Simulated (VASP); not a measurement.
# Y2SiF2 (P4mm) in VASP: relaxation of cell and atoms with PBE

Aim: the relaxation of cell and atoms of Y2SiF2 with PBE.

Everything below comes from runs of VASP 6.6.1. Logs are shortened: lines on timing, memory, paths and dates and some standing lists are left out, and cuts for length are marked.

## (1) The cell of the first run

It takes space group P4mm (No. 99, tetragonal). The conventional cell has a = 3.810 Å, b = 3.810 Å, c = 6.264 Å, α = 90.00°, β = 90.00°, γ = 90.00°. Within 2.8 Å of Y (site symmetry 2mm) lie 4 F at 2.12 to 2.62 Å and 4 Y at 2.69 Å. Si (site symmetry 4mm) has 1 F at 1.66 Å within 2.2 Å. F (site symmetry 4mm) has 4 Y at 2.62 Å and 4 Si at 2.81 Å and 4 F at 2.83 Å within 3.5 Å. F (site symmetry 4mm) has 1 Si at 1.66 Å and 4 Y at 2.12 Å within 2.2 Å.

The cell was built from a structure type or drawn by symmetry, and may not be a known phase.

## (2) Relaxation of cell and atoms, PBE

INCAR reads:

```
PREC = Accurate
ENCUT = 910
EDIFF = 1E-7
ISMEAR = 0
SIGMA = 0.1
LREAL = False
LASPH = True
NELM = 120
ALGO = Normal
ISIF = 3
LWAVE = False
LCHARG = False
GGA = PE
IBRION = 2
NSW = 90
EDIFFG = -0.04
GGA_COMPAT = False
NELMIN = 4
```

KPOINTS reads:

```
Automatic mesh
0
Gamma
  4 4 4
```

POSCAR reads:

```
Y2SiF2
1.0
    3.8096786900      0.0000000000      0.0000000000
    0.0000000000      3.8096786900      0.0000000000
    0.0000000000      0.0000000000      6.2642987800
Y Si F
2 1 2
Direct
    0.5000000000      0.0000000000      0.1254274600
    0.0000000000      0.5000000000      0.1254274600
    0.5000000000      0.5000000000      0.5388014900
    0.0000000000      0.0000000000      0.4127107100
    0.5000000000      0.5000000000      0.2739013300
```

Potentials or basis: VASP PAW PBE potentials, release 64 (Y_sv, Si, F_h).

On the command line:

```
$ cat potpaw_PBE.64/Y_sv/POTCAR potpaw_PBE.64/Si/POTCAR potpaw_PBE.64/F_h/POTCAR > POTCAR
$ mpirun -np 1 vasp_std > vasp.out
```

OUTCAR:

```text
PREC = Accurate
   ENCUT = 910
   EDIFF = 1E-7
   ISMEAR = 0
   LREAL = False
   LASPH = True
   NELM = 120
   ISIF = 3
   GGA = PE
   IBRION = 2
   NSW = 90
   EDIFFG = -0.04
   NELMIN = 4

 ion  position               nearest neighbor table
   1  0.500  0.000  0.125-   5 2.12   5 2.12   4 2.62   4 2.62   2 2.69   2 2.69   2 2.69   2 2.69
                             3 3.21   3 3.21
   2  0.000  0.500  0.125-   5 2.12   5 2.12   4 2.62   4 2.62   1 2.69   1 2.69   1 2.69   1 2.69
                             3 3.21   3 3.21
   3  0.500  0.500  0.539-   5 1.66   2 3.21   1 3.21   1 3.21   2 3.21
   4  0.000  0.000  0.413-   1 2.62   2 2.62   2 2.62   1 2.62
   5  0.500  0.500  0.274-   3 1.66   2 2.12   1 2.12   1 2.12   2 2.12

  LATTYP: Found a simple tetragonal cell.
 ALAT       =     3.8096786900
 C/A-ratio  =     1.6443115784

  Lattice vectors:

 A1 = (   3.8096786900,   0.0000000000,   0.0000000000)
 A2 = (   0.0000000000,   3.8096786900,   0.0000000000)
 A3 = (   0.0000000000,   0.0000000000,   6.2642987800)

Analysis of symmetry for initial positions (statically):
=====================================================================
 Subroutine PRICEL returns:
 Original cell was already a primitive cell.

 Routine SETGRP: Setting up the symmetry group for a
 simple tetragonal supercell.

 Subroutine GETGRP returns: Found  8 space group operations
 (whereof  8 operations were pure point group operations)
 out of a pool of 16 trial point group operations.

The static configuration has the point symmetry C_4v.

Analysis of symmetry for dynamics (positions and initial velocities):
=====================================================================
 Subroutine PRICEL returns:
 Original cell was already a primitive cell.

 Routine SETGRP: Setting up the symmetry group for a
 simple tetragonal supercell.

 Subroutine GETGRP returns: Found  8 space group operations
 (whereof  8 operations were pure point group operations)
 out of a pool of 16 trial point group operations.

The dynamic configuration has the point symmetry C_4v.

 Subroutine INISYM returns: Found  8 space group operations
 (whereof  8 operations are pure point group operations),
 and found     1 'primitive' translations

----------------------------------------------------------------------------------------

                                     Primitive cell

  volume of cell :      90.9179

  direct lattice vectors                    reciprocal lattice vectors
     3.809678690  0.000000000  0.000000000     0.262489328  0.000000000  0.000000000
     0.000000000  3.809678690  0.000000000     0.000000000  0.262489328  0.000000000
     0.000000000  0.000000000  6.264298780     0.000000000  0.000000000  0.159634787

  length of vectors
     3.809678690  3.809678690  6.264298780     0.262489328  0.262489328  0.159634787

  position of ions in fractional coordinates (direct lattice)
     0.500000000  0.000000000  0.125427460
     0.000000000  0.500000000  0.125427460
     0.500000000  0.500000000  0.538801490
     0.000000000  0.000000000  0.412710710
     0.500000000  0.500000000  0.273901330

  ion indices of the primitive-cell ions
   primitive index   ion index
                 1           1
                 2           2
                 3           3
                 4           4
                 5           5

----------------------------------------------------------------------------------------

 KPOINTS: Automatic mesh

Automatic generation of k-mesh.
 Grid dimensions read from file:
 generate k-points for:    4    4    4

 Generating k-lattice:

  Cartesian coordinates                     Fractional coordinates (reciprocal lattice)
     0.065622332  0.000000000  0.000000000     0.250000000  0.000000000  0.000000000
     0.000000000  0.065622332  0.000000000     0.000000000  0.250000000  0.000000000
     0.000000000  0.000000000  0.039908697     0.000000000  0.000000000  0.250000000

  Length of vectors
     0.065622332  0.065622332  0.039908697

  Shift w.r.t. Gamma in fractional coordinates (k-lattice)
     0.000000000  0.000000000  0.000000000

 Subroutine IBZKPT returns following result:
 ===========================================

 Found     18 irreducible k-points:

 Following reciprocal coordinates:
            Coordinates               Weight
  0.000000  0.000000  0.000000      1.000000
  0.250000  0.000000  0.000000      4.000000
  0.500000  0.000000  0.000000      2.000000
  0.250000  0.250000  0.000000      4.000000
  0.500000  0.250000  0.000000      4.000000
  0.500000  0.500000  0.000000      1.000000
[... 10 lines left out ...]
  0.500000  0.250000  0.500000      4.000000
  0.500000  0.500000  0.500000      1.000000
   k-points           NKPTS =     18   k-points in BZ     NKDIM =     18   number of bands    NBANDS=     24
   number of dos      NEDOS =    301   number of ions     NIONS =      5
   total plane-waves  NPLWV = 102400
   dimension x,y,z NGX =    40 NGY =   40 NGZ =   64
   dimension x,y,z NGXF=    80 NGYF=   80 NGZF=  128
   ions per type =               2   1   2
   NGX,Y,Z   is equivalent  to a cutoff of  17.46, 17.46, 16.98 a.u.
   NGXF,Y,Z  is equivalent  to a cutoff of  34.91, 34.91, 33.97 a.u.
 SYSTEM =  unknown system
   PREC   = accura    normal or accurate (medium, high low for compatibility)
   ISTART =      0    job   : 0-new  1-cont  2-samecut
   ICHARG =      2    charge: 1-file 2-atom 10-const
   ISPIN  =      1    spin polarized calculation?
   LNONCOLLINEAR =      F non collinear calculations
   LSORBIT =      F    spin-orbit coupling
   LASPH  =      T    aspherical Exc in radial PAW
   ENCUT  =  910.0 eV  66.88 Ry    8.18 a.u.   9.37  9.37 15.41*2*pi/ulx,y,z
   NELM   =    120;   NELMIN=  4; NELMDL= -5     # of ELM steps
   EDIFF  = 0.1E-06   stopping-criterion for ELM
   LREAL  =      F    real-space projection
   EDIFFG = -.4E-01   stopping-criterion for IOM
   NSW    =     90    number of steps for IOM
   IBRION =      2    ionic relax: 0-MD 1-quasi-New 2-CG
   NFREE  =      1    steps in history (QN), initial steepest desc. (CG)
   ISIF   =      3    stress and relaxation
   ISYM   =      2    0-nonsym 1-usesym 2-fastsym
   POTIM  = 0.5000    time-step for ionic-motion
   TEBEG  =    0.0;   TEEND  =   0.0 temperature during run
   PSTRESS=    0.0 pullay stress
   NELECT =      40.0000    total number of electrons
   NUPDOWN=      -1.0000    fix difference up-down
   EMIN   =  10.00;   EMAX   =-10.00  energy-range for DOS
   EFERMI =   0.00;   METHOD = LEGACY
   ISMEAR =     0;   SIGMA  =   0.10  broadening in eV -4-tet -1-fermi 0-gaus
   EFERMI_NEDOS =   21; number of points for ismear=-14 and -15
   IALGO  =     38    algorithm
   IMIX   =      4    mixing-type and parameters
     AMIX     =   0.40;   BMIX     =  1.00
     AMIX_MAG =   1.60;   BMIX_MAG =  1.00
  volume/ion in A,a.u.               =      18.18       122.71
  Fermi-wavevector in a.u.,A,eV,Ry     =   1.245122  2.352939 21.093491  1.550328
  Thomas-Fermi vector in A             =   2.379358
   LORBIT       =      0    0 simple, 1 ext, 2 COOP (PROOUT), +10 PAW based schemes
   GGA     = PE    functional components
   LHFCALC =     F    Hartree Fock is set to
   AEXX    =    0.0000 exact exchange contribution
   IVDW    =     0    specifies the selected vdW correction
   LEPSILON=     F    determine dielectric tensor
   LRPA    =     F    only Hartree local field effects (RPA)
 conjugate gradient relaxation of ions
 non-spin polarized calculation
 Gauss-broadening in eV      SIGMA  =   0.10
  energy-cutoff  :      910.00
  volume of cell :       90.92
 maximum number of plane-waves:      5718
 NGX is ok and might be reduce to    40
   NGX = 19   NGY = 19   NGZ = 31

--------------------------------------- Ionic step        1  -------------------------------------------

 number of electron      39.9999995 magnetization

 Free energy of the ion-electron system (eV)
  ---------------------------------------------------
  ext. energy  EPLUGINS =         0.00000000
  ---------------------------------------------------
  free energy    TOTEN  =       -20.40390634 eV

  energy without entropy =      -20.38739638  energy(sigma->0) =      -20.39565136

------------------------ aborting loop because EDIFF is reached ----------------------------------------

  FORCE on cell =-STRESS in cart. coord.  units (eV):
  Direction    XX          YY          ZZ          XY          YZ          ZX
  --------------------------------------------------------------------------------------
  -------------------------------------------------------------------------------------
  Total       20.7855917     20.7855917     12.3327947      0.0000000      0.0000000      0.0000000
  in kB      366.2889475    366.2889475    217.3316225      0.0000000      0.0000000      0.0000000
  external PRESSURE =     316.6365058 kB  Pullay stress =       0.0000000 kB
[... 98 lines left out ...]
  FREE ENERGIE OF THE ION-ELECTRON SYSTEM (eV)
  ---------------------------------------------------
  free  energy   TOTEN  =       -24.1156981428 eV

  energy  without entropy=      -24.0816257194  energy(sigma->0) =      -24.09866193

 E-fermi :   5.5099     XC(G=0): -10.0014

 val. band max:        5.4947657431   @ k =   0.5000   0.2500   0.5000
 cond. band min:       5.5526868977   @ k =   0.5000   0.0000   0.2500
 fundamental gap:      0.0579211547
 Fermi energy:         5.5098920086

 k-point     1 :       0.0000    0.0000    0.0000
  band No.  band energies     occupation
      1     -37.9733      2.00000
      2     -37.7199      2.00000
      3     -22.7751      2.00000
      4     -20.9754      2.00000
      5     -18.5622      2.00000
      6     -18.5622      2.00000
[... 475 lines left out ...]
     23       6.6127      0.00000
     24       8.1520      0.00000

 E-fermi :   4.7213     XC(G=0):  -9.5723

 val. band max:        4.6991584274   @ k =   0.2500   0.0000   0.2500
 cond. band min:       4.7586492504   @ k =   0.5000   0.5000   0.0000
 fundamental gap:      0.0594908230
 Fermi energy:         4.7213243639

 k-point     1 :       0.0000    0.0000    0.0000
  band No.  band energies     occupation
      1     -38.8254      2.00000
      2     -38.6363      2.00000
      3     -22.7029      2.00000
      4     -22.2685      2.00000
      5     -19.2784      2.00000
      6     -19.2784      2.00000
[... 475 lines left out ...]
     23       6.1316      0.00000
     24       6.9678      0.00000

[... ionic steps 4 to 34 ...]

--------------------------------------- Ionic step       35  -------------------------------------------

 number of electron      40.0000016 magnetization

------------------------ aborting loop because EDIFF is reached ----------------------------------------
[... 73 lines left out ...]
--------------------------------------- Ionic step       37  -------------------------------------------

 number of electron      40.0000013 magnetization

 Free energy of the ion-electron system (eV)
  ---------------------------------------------------
  ext. energy  EPLUGINS =         0.00000000
  ---------------------------------------------------
  free energy    TOTEN  =       -29.60895852 eV

  energy without entropy =      -29.60473886  energy(sigma->0) =      -29.60684869

 E-fermi :   4.3405     XC(G=0):  -9.3005

 val. band max:        4.2826936872   @ k =   0.5000   0.0000   0.0000
 cond. band min:       4.3481318003   @ k =   0.5000   0.5000   0.5000
 fundamental gap:      0.0654381131
 Fermi energy:         4.3404910927

 k-point     1 :       0.0000    0.0000    0.0000
  band No.  band energies     occupation
      1     -38.9173      2.00000
      2     -38.7430      2.00000
      3     -23.0149      2.00000
      4     -21.9374      2.00000
      5     -19.3856      2.00000
      6     -19.3856      2.00000
[... 507 lines left out ...]
  FREE ENERGIE OF THE ION-ELECTRON SYSTEM (eV)
  ---------------------------------------------------
  free  energy   TOTEN  =       -29.6089585150 eV

  energy  without entropy=      -29.6047388592  energy(sigma->0) =      -29.60684869

 reached required accuracy - stopping structural energy minimisation
```

Wall time 28 min (1 thread of Intel Xeon 6975P-C (Granite Rapids), shared host); peak memory 0.45 GiB.

What came out:

- Free energy: -29.6090 eV
- Relaxed volume: 20.40 Å³/atom
- Relaxed cell: a = 4.564 Å, b = 4.564 Å, c = 4.897 Å, α = 90.00°, β = 90.00°, γ = 90.00°
- Space group after relaxing (to 0.1 Å): P4mm (No. 99)
- Energy gained by relaxing: 1841.0 meV/atom
- Ionic steps: 37
- Pressure after relaxing: -0.1 GPa
- Largest force after relaxing: 0.033 eV/Å
- Band gap on the k mesh: zero (bands 20 and 21 overlap by 1.39 eV)

Forces on the atoms (eV/Å):
```
Y    0.000  0.000  0.021
Y    0.000  0.000  0.021
Si   0.000  0.000 -0.033
F    0.000  0.000 -0.005
F    0.000  0.000 -0.003
```

Stress tensor (GPa, compression positive):
```
-0.19  0.00  0.00
 0.00 -0.19  0.00
 0.00  0.00 -0.07
```

Step by step:
| step | energy change (eV) | largest force (eV/Å) | pressure (GPa) | volume (Å³) |
| --- | --- | --- | --- | --- |
| 1 | 0.0000 | 7.2625 | 31.66 | 90.92 |
| 2 | -2.9117 | 1.7939 | -12.49 | 146.63 |
| 3 | -3.7118 | 2.5706 | -3.11 | 124.41 |
| 4 | -4.4452 | 3.0914 | -2.71 | 119.76 |
| 5 | -6.7076 | 3.1459 | 0.96 | 105.67 |
| 6 | -4.7804 | 10.0764 | 40.90 | 76.72 |
| 7 | -6.4884 | 3.6969 | 4.09 | 99.06 |
| 8 | -7.6540 | 1.5602 | 13.08 | 87.97 |
| 9 | -7.9848 | 1.5188 | 10.15 | 89.65 |
| 10 | -8.0618 | 2.0499 | 6.75 | 91.72 |
| 11 | -8.0784 | 1.7224 | 7.57 | 91.20 |
| 12 | -8.2610 | 1.3843 | 3.66 | 93.86 |
| 13 | -8.3819 | 1.3879 | -1.77 | 98.27 |
| 14 | -8.3829 | 1.3869 | -2.22 | 98.68 |
| 15 | -8.4537 | 1.3063 | -1.57 | 98.40 |
| 16 | -8.5827 | 1.0097 | 0.50 | 97.55 |
| 17 | -8.5946 | 1.1957 | 1.52 | 97.14 |
| 18 | -8.6784 | 1.1572 | 0.66 | 98.36 |
| 19 | -8.8422 | 1.0721 | -1.67 | 102.07 |
| 20 | -8.7858 | 0.9119 | -6.62 | 109.75 |
| 21 | -8.8887 | 0.9971 | -3.49 | 104.88 |
| 22 | -8.9653 | 0.6253 | -1.42 | 103.42 |
| 23 | -8.9974 | 0.5454 | 1.11 | 101.79 |
| 24 | -9.0273 | 0.5819 | 0.63 | 102.26 |
| 25 | -9.0721 | 0.6411 | -0.69 | 103.68 |
| 26 | -9.1124 | 0.6827 | 0.00 | 103.18 |
| 27 | -9.1385 | 0.8995 | 1.16 | 102.44 |
| 28 | -9.1750 | 0.2916 | -1.16 | 104.24 |
| 29 | -9.1750 | 0.2628 | -1.24 | 104.32 |
| 30 | -9.1860 | 0.2390 | 0.30 | 102.64 |
| 31 | -9.1865 | 0.2395 | 0.03 | 102.94 |
| 32 | -9.1911 | 0.2008 | -0.09 | 102.78 |
| 33 | -9.1981 | 0.2065 | -0.26 | 102.31 |
| 34 | -9.2018 | 0.1372 | 0.32 | 101.65 |
| 35 | -9.2021 | 0.1194 | 0.50 | 101.48 |
| 36 | -9.2045 | 0.0531 | 0.16 | 101.77 |
| 37 | -9.2051 | 0.0328 | -0.15 | 102.02 |

Final structure:
```
CELL_PARAMETERS angstrom
4.56423 0.00000 0.00000
0.00000 4.56423 0.00000
0.00000 0.00000 4.89702
ATOMIC_POSITIONS crystal
Y 0.50000 0.00000 0.08762
Y 0.00000 0.50000 0.08762
Si 0.50000 0.50000 0.76415
F 0.00000 0.00000 0.17155
F 0.50000 0.50000 0.36532
```

Caveat: the k points lie up to 0.34 Å⁻¹ apart in the final cell, too coarse for converged energies and pressures of a metal; the cutoff is under 1.25 times the usual one of these potentials, so pressure, stress and relaxed cells hold a basis-set (Pulay) error; a cell axis changed by over 15 % at a fixed basis, so the end point is rough.
